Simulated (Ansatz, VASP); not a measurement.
## One calculation of La3PbC, two programs

```
La Pb C
1.0
     5.32164    0.06213    0.12909
     0.06213    5.27331    0.03396
     0.12909    0.03396    5.20088
La Pb C
3 1 1
Direct
  0.52051 0.98285 0.46198
  0.00919 0.49098 0.50646
  0.50333 0.49637 0.99151
  0.97467 0.99105 0.01145
  0.51894 0.53636 0.47673
```

Alike in both runs: task single point; functional LDA; k mesh 3 × 3 × 3; occupations fermi-dirac, width 0.05 eV; no spin polarisation.

|  | VASP | Ansatz |
| --- | --- | --- |
| version | VASP 6.6.1 | Ansatz 0.2.0 |
| potentials or method | VASP PAW LDA potentials, release 64 (La, Pb_d, C) | plane waves, PAW |
| plane-wave cutoff (eV) | 520 | 420 |
| valence electrons in the cell | 51 | 51 |

```tsv
	VASP	Ansatz	Ansatz less VASP
gap on the k mesh at the Fermi level (eV)	none	none	-
pressure (GPa)	-3.9	-3.9	+0.01
traceless stress, the component that is largest in VASP (GPa)	-2.25	-2.24	+0.008
```

LDA's correlation is that of Perdew and Zunger in VASP and of Perdew and Wang (1992) in Ansatz. A gap of «none» marks a metal or a gap that the smearing closes.

The k mesh is coarse, so the values compare programs but aren't converged. Neither program's run includes spin-orbit coupling.
